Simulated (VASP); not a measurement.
# Pd (P6_3/mmc) in VASP: relaxation of cell and atoms with PBE

Aim: the relaxation of cell and atoms of Pd with PBE.

All numbers are computed with VASP 6.6.1; they aren't measurements. Logs are shortened: lines on timing, memory, paths and dates and some standing lists are left out, and cuts for length are marked.

**1. The cell of the first run**

It takes space group P6_3/mmc (No. 194, hexagonal). The conventional cell has a = 2.576 Å, b = 2.576 Å, c = 4.173 Å, α = 90.00°, β = 90.00°, γ = 120.00°. Within 3.4 Å of Pd (site symmetry -6m2) lie 12 Pd at 2.56 to 2.58 Å.

This isn't the form of Pd at room conditions, which is fcc.

**2. Relaxation of cell and atoms, PBE**

INCAR reads:

```
SYSTEM = Pd
ALGO = Normal
EDIFF = 1E-6
EDIFFG = -0.005
ENCUT = 600
GGA = PE
IBRION = 2
ISIF = 3
ISMEAR = -1
LASPH = .True.
LCHARG = .False.
LREAL = .False.
LWAVE = .False.
NELM = 80
NSW = 100
PREC = Accurate
SIGMA = 0.08
```

KPOINTS reads:

```
k-points
0
Gamma
  15 15 8
  0 0 0
```

POSCAR reads:

```
Pd
1.0
    2.5760488594      0.0000000000      0.0000000000
   -1.2880244297      2.2309237537      0.0000000000
    0.0000000000      0.0000000000      4.1731991523
Pd
2
Direct
    0.3333333333      0.6666666667      0.2500000000
    0.6666666667      0.3333333333      0.7500000000
```

Potentials or basis: VASP PAW PBE potentials, release 64 (Pd).

On the command line:

```bash
$ cat potpaw_PBE.64/Pd/POTCAR > POTCAR
$ mpirun -np 1 vasp_std > vasp.out
```

OUTCAR:

```text
SYSTEM = Pd
   EDIFF = 1E-6
   EDIFFG = -0.005
   ENCUT = 600
   GGA = PE
   IBRION = 2
   ISIF = 3
   ISMEAR = -1
   LASPH = .True.
   LREAL = .False.
   NELM = 80
   NSW = 100
   PREC = Accurate

 ion  position               nearest neighbor table
   1  0.333  0.667  0.250-   2 2.56   2 2.56   2 2.56   2 2.56   2 2.56   2 2.56
   2  0.667  0.333  0.750-   1 2.56   1 2.56   1 2.56   1 2.56   1 2.56   1 2.56

  LATTYP: Found a hexagonal cell.
 ALAT       =     2.5760488594
 C/A-ratio  =     1.6200000000

  Lattice vectors:

 A1 = (   2.5760488594,   0.0000000000,   0.0000000000)
 A2 = (  -1.2880244297,   2.2309237537,   0.0000000000)
 A3 = (   0.0000000000,   0.0000000000,   4.1731991523)

Analysis of symmetry for initial positions (statically):
=====================================================================
 Subroutine PRICEL returns:
 Original cell was already a primitive cell.

 Routine SETGRP: Setting up the symmetry group for a
 hexagonal supercell.

 Subroutine GETGRP returns: Found 24 space group operations
 (whereof 12 operations were pure point group operations)
 out of a pool of 24 trial point group operations.

The static configuration has the point symmetry D_3d.
 The point group associated with its full space group is D_6h.

Analysis of symmetry for dynamics (positions and initial velocities):
=====================================================================
 Subroutine PRICEL returns:
 Original cell was already a primitive cell.

 Routine SETGRP: Setting up the symmetry group for a
 hexagonal supercell.

 Subroutine GETGRP returns: Found 24 space group operations
 (whereof 12 operations were pure point group operations)
 out of a pool of 24 trial point group operations.

The dynamic configuration has the point symmetry D_3d.
 The point group associated with its full space group is D_6h.

 Subroutine INISYM returns: Found 24 space group operations
 (whereof 12 operations are pure point group operations),
 and found     1 'primitive' translations

----------------------------------------------------------------------------------------

                                     Primitive cell

  volume of cell :      23.9832

  direct lattice vectors                    reciprocal lattice vectors
     2.576048859  0.000000000  0.000000000     0.388191395  0.224122406  0.000000000
    -1.288024430  2.230923754  0.000000000     0.000000000  0.448244813  0.000000000
     0.000000000  0.000000000  4.173199152     0.000000000  0.000000000  0.239624318

  length of vectors
     2.576048859  2.576048859  4.173199152     0.448244813  0.448244813  0.239624318

  position of ions in fractional coordinates (direct lattice)
     0.333333333  0.666666667  0.250000000
     0.666666667  0.333333333  0.750000000

  ion indices of the primitive-cell ions
   primitive index   ion index
                 1           1
                 2           2

----------------------------------------------------------------------------------------

 KPOINTS: k-points

Automatic generation of k-mesh.
 Grid dimensions read from file:
 generate k-points for:   15   15    8

 Generating k-lattice:

  Cartesian coordinates                     Fractional coordinates (reciprocal lattice)
     0.025879426  0.014941494  0.000000000     0.066666667  0.000000000  0.000000000
     0.000000000  0.029882988  0.000000000     0.000000000  0.066666667  0.000000000
     0.000000000  0.000000000  0.029953040     0.000000000  0.000000000  0.125000000

  Length of vectors
     0.029882988  0.029882988  0.029953040

  Shift w.r.t. Gamma in fractional coordinates (k-lattice)
     0.000000000  0.000000000  0.000000000

 Subroutine IBZKPT returns following result:
 ===========================================

 Found    135 irreducible k-points:

 Following reciprocal coordinates:
            Coordinates               Weight
  0.000000  0.000000  0.000000      1.000000
  0.066667  0.000000  0.000000      6.000000
  0.133333  0.000000  0.000000      6.000000
  0.200000  0.000000  0.000000      6.000000
  0.266667  0.000000  0.000000      6.000000
  0.333333  0.000000  0.000000      6.000000
[... 16 lines left out ...]
  0.333333  0.200000  0.000000     12.000000
  0.400000  0.200000  0.000000      6.000000
 [... further k-points ...]
   k-points           NKPTS =    135   k-points in BZ     NKDIM =    135   number of bands    NBANDS=     14
   number of dos      NEDOS =    301   number of ions     NIONS =      2
   total plane-waves  NPLWV =  20736
   dimension x,y,z NGX =    24 NGY =   24 NGZ =   36
   dimension x,y,z NGXF=    48 NGYF=   48 NGZF=   72
   ions per type =               2
   NGX,Y,Z   is equivalent  to a cutoff of  15.49, 15.49, 14.34 a.u.
   NGXF,Y,Z  is equivalent  to a cutoff of  30.98, 30.98, 28.68 a.u.
 SYSTEM =  Pd
   PREC   = accura    normal or accurate (medium, high low for compatibility)
   ISTART =      0    job   : 0-new  1-cont  2-samecut
   ICHARG =      2    charge: 1-file 2-atom 10-const
   ISPIN  =      1    spin polarized calculation?
   LNONCOLLINEAR =      F non collinear calculations
   LSORBIT =      F    spin-orbit coupling
   LASPH  =      T    aspherical Exc in radial PAW
   ENCUT  =  600.0 eV  44.10 Ry    6.64 a.u.   5.15  5.15  8.33*2*pi/ulx,y,z
   NELM   =     80;   NELMIN=  2; NELMDL= -5     # of ELM steps
   EDIFF  = 0.1E-05   stopping-criterion for ELM
   LREAL  =      F    real-space projection
   EDIFFG = -.5E-02   stopping-criterion for IOM
   NSW    =    100    number of steps for IOM
   IBRION =      2    ionic relax: 0-MD 1-quasi-New 2-CG
   NFREE  =      1    steps in history (QN), initial steepest desc. (CG)
   ISIF   =      3    stress and relaxation
   ISYM   =      2    0-nonsym 1-usesym 2-fastsym
   POTIM  = 0.5000    time-step for ionic-motion
   TEBEG  =    0.0;   TEEND  =   0.0 temperature during run
   PSTRESS=    0.0 pullay stress
   NELECT =      20.0000    total number of electrons
   NUPDOWN=      -1.0000    fix difference up-down
   EMIN   =  10.00;   EMAX   =-10.00  energy-range for DOS
   EFERMI =   0.00;   METHOD = LEGACY
   ISMEAR =    -1;   SIGMA  =   0.08  broadening in eV -4-tet -1-fermi 0-gaus
   EFERMI_NEDOS =   21; number of points for ismear=-14 and -15
   IALGO  =     38    algorithm
   IMIX   =      4    mixing-type and parameters
     AMIX     =   0.40;   BMIX     =  1.00
     AMIX_MAG =   1.60;   BMIX_MAG =  1.00
  volume/ion in A,a.u.               =      11.99        80.92
  Fermi-wavevector in a.u.,A,eV,Ry     =   1.540927  2.911931 32.306453  2.374457
  Thomas-Fermi vector in A             =   2.646945
   LORBIT       =      0    0 simple, 1 ext, 2 COOP (PROOUT), +10 PAW based schemes
   GGA     = PE    functional components
   LHFCALC =     F    Hartree Fock is set to
   AEXX    =    0.0000 exact exchange contribution
   IVDW    =     0    specifies the selected vdW correction
   LEPSILON=     F    determine dielectric tensor
   LRPA    =     F    only Hartree local field effects (RPA)
 conjugate gradient relaxation of ions
 non-spin polarized calculation
  energy-cutoff  :      600.00
  volume of cell :       23.98
 maximum number of plane-waves:       814
 NGX is ok and might be reduce to    24
   NGX = 11   NGY = 11   NGZ = 17

--------------------------------------- Ionic step        1  -------------------------------------------

 number of electron      20.0000002 magnetization

 Free energy of the ion-electron system (eV)
  ---------------------------------------------------
  ext. energy  EPLUGINS =         0.00000000
  ---------------------------------------------------
  free energy    TOTEN  =        -9.08497238 eV

  energy without entropy =       -9.00547329  energy(sigma->0) =       -9.04522284

 E-fermi :  13.7626     XC(G=0): -14.5163

 val. band max:       13.7610808093   @ k =   0.4000   0.0000   0.2500
 cond. band min:      13.7703646164   @ k =   0.4000   0.2000   0.3750
 fundamental gap:      0.0092838071
 Fermi energy:        13.7625655615

 k-point     1 :       0.0000    0.0000    0.0000
  band No.  band energies     occupation
      1       4.8601      2.00000
      2       6.5755      2.00000
      3       9.8472      2.00000
      4       9.9110      2.00000
      5       9.9110      2.00000
      6      10.4783      2.00000
      7      10.4783      2.00000
      8      11.1751      2.00000
      9      11.1751      2.00000
     10      13.3847      1.98240
     11      13.3847      1.98240
     12      14.3891      0.00079
[... 911 lines left out ...]
  FREE ENERGIE OF THE ION-ELECTRON SYSTEM (eV)
  ---------------------------------------------------
  free  energy   TOTEN  =       -10.3832475953 eV

  energy  without entropy=      -10.2768623123  energy(sigma->0) =      -10.33005495

[... ionic steps 4 to 12 ...]

--------------------------------------- Ionic step       13  -------------------------------------------

 number of electron      20.0000005 magnetization

------------------------ aborting loop because EDIFF is reached ----------------------------------------

  FORCE on cell =-STRESS in cart. coord.  units (eV):
  Direction    XX          YY          ZZ          XY          YZ          ZX
  --------------------------------------------------------------------------------------
  -------------------------------------------------------------------------------------
  Total        0.0281030      0.0281030      0.0187268      0.0000000     -0.0000000      0.0000000
  in kB        1.4635557      1.4635557      0.9752577      0.0000000     -0.0000000      0.0000000
  external PRESSURE =       1.3007897 kB  Pullay stress =       0.0000000 kB
[... 57 lines left out ...]
  energy  without entropy=      -10.3212503640  energy(sigma->0) =      -10.37072467

--------------------------------------- Ionic step       15  -------------------------------------------

 number of electron      20.0000005 magnetization

 Free energy of the ion-electron system (eV)
  ---------------------------------------------------
  ext. energy  EPLUGINS =         0.00000000
  ---------------------------------------------------
  free energy    TOTEN  =       -10.42020613 eV

  energy without entropy =      -10.32139523  energy(sigma->0) =      -10.37080068

 E-fermi :   9.0978     XC(G=0): -12.9184

 val. band max:        9.0967723086   @ k =   0.4000   0.0000   0.0000
 cond. band min:       9.1016780450   @ k =   0.2667   0.2667   0.1250
 fundamental gap:      0.0049057364
 Fermi energy:         9.0977838683

 k-point     1 :       0.0000    0.0000    0.0000
  band No.  band energies     occupation
      1       2.2659      2.00000
      2       4.0975      2.00000
      3       6.3224      2.00000
      4       6.5261      2.00000
      5       6.5261      2.00000
      6       6.8548      2.00000
      7       6.8548      2.00000
      8       7.5199      2.00000
      9       7.5199      2.00000
     10       8.8568      1.90629
     11       8.8568      1.90629
     12      10.0206      0.00002
[... 422 lines left out ...]
  FREE ENERGIE OF THE ION-ELECTRON SYSTEM (eV)
  ---------------------------------------------------
  free  energy   TOTEN  =       -10.4202061288 eV

  energy  without entropy=      -10.3213952335  energy(sigma->0) =      -10.37080068

 reached required accuracy - stopping structural energy minimisation
```

It took 7.1 min on 1 thread of AMD EPYC 7R43 (Zen 3), shared host; peak memory 0.17 GiB.

What came out:

* Free energy: -10.4202 eV
* Relaxed volume: 15.39 Å³/atom
* Relaxed cell: a = 2.773 Å, b = 2.773 Å, c = 4.623 Å, α = 90.00°, β = 90.00°, γ = 120.00°
* Space group after relaxing (to 0.1 Å): P6_3/mmc (No. 194)
* Pressure after relaxing: 0.0 GPa
* Band gap on the k mesh: zero (bands 10 and 11 overlap by 0.83 eV)

Final structure:
```
CELL_PARAMETERS angstrom
2.77297 0.00000 0.00000
-1.38648 2.40146 0.00000
0.00000 0.00000 4.62275
ATOMIC_POSITIONS crystal
Pd 0.33333 0.66667 0.25000
Pd 0.66667 0.33333 0.75000
```

Levels at points of the mesh, in eV from the Fermi level:
```
           k point  band 8  band 9  band 10  band 11  band 12  band 13
(0.00, 0.00, 0.00)   -1.58   -1.58    -0.24    -0.24     0.92     6.67
(0.00, 0.00, 0.50)   -2.61   -0.67    -0.67    -0.67    -0.67    13.72
```

Caveat: the volume moved by over 15 % at a fixed basis, so the end points are rough.
